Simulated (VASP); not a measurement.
Write the native input for VASP 6.6.1 that does the following.

```yaml
Task: single point
Functional: revPBE
Potentials_or_basis: VASP PAW PBE potentials, release 64 (Sn_d)
Cutoff: 520 eV
k_mesh: 11 × 11 × 11
Occupations: fermi-dirac, width 0.1 eV
Spin: no spin polarisation
Dipole_correction: no
Further_INCAR_settings: ALGO = Normal; EDIFF = 1e-07; NBANDS = 13
```

The structure of Sn lies in POSCAR:

```
Sn
1.0
    0.0000000000      2.4290145786      2.4290145786
    2.4290145786      0.0000000000      2.4290145786
    2.4290145786      2.4290145786      0.0000000000
Sn
1
Direct
    0.0000000000      0.0000000000      0.0000000000
```

The input as run:

INCAR

```
PREC = Accurate
ENCUT = 520
EDIFF = 1E-7
ISMEAR = -1
SIGMA = 0.1
LREAL = F
LASPH = T
NELM = 100
ALGO = Normal
ISIF = 2
LWAVE = F
LCHARG = F
GGA = RE
NBANDS = 13
```

KPOINTS

```
regular mesh
0
Gamma
  11 11 11
```

Potentials or basis: VASP PAW PBE potentials, release 64 (Sn_d).

The run is started by

```sh
$ cat potpaw_PBE.64/Sn_d/POTCAR > POTCAR
$ mpirun -np 1 vasp_std > vasp.out
```

Results of the run:

| Quantity | Value |
| --- | --- |
| Pressure | -0.1 GPa |
| Band gap on the k mesh | zero (band 7 reaches 14.91 eV, above the bottom of band 8 at 5.88 eV) |

Caveat: the PAW data sets were made with another functional, which shifts forces and pressure a little; spin-orbit coupling is left out, which moves the levels of the heavy elements.

It took 10 s on 1 thread of Intel(R) Xeon(R) 6975P-C (Granite Rapids), with other jobs on the host, peak memory 0.16 GiB.
